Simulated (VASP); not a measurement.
A run of VASP 6.6.1 is set up as follows.

INCAR

```
  PREC = Accurate
  ENCUT = 500
  EDIFF = 1E-6
  ISMEAR = -1
  SIGMA = 0.1
  LREAL = F
  LASPH = T
  NELM = 120
  ALGO = Normal
  ISIF = 2
  LWAVE = F
  LCHARG = T
  GGA = PE
  LELF = T
  LVHAR = T
  NBANDS = 28
  GGA_COMPAT = F
```

File KPOINTS:

```
regular mesh
0
Gamma
  2 2 2
```

Contents of POSCAR:

```
Pd
1.0
    3.9421759900      0.0000000000      0.0000000000
    0.0000000000      3.9421759900      0.0000000000
    0.0000000000      0.0000000000      3.9421759900
Pd
4
Direct
    0.5000000000      0.5000000000      0.0000000000
    0.0000000000      0.0000000000      0.0000000000
    0.5000000000      0.0000000000      0.5000000000
    0.0000000000      0.5000000000      0.5000000000
```

Potentials or basis: VASP PAW PBE potentials, release 64 (Pd).

Command:

```sh
$ cat potpaw_PBE.64/Pd/POTCAR > POTCAR
$ mpirun -np 1 vasp_std > vasp.out
```

(1) Predict the band gap on the k mesh.

(2) Predict the pressure.

Answers

(1) zero (filled and empty bands touch).

(2) 2.5 GPa.

Caveat: the k points lie up to 0.80 Å⁻¹ apart.
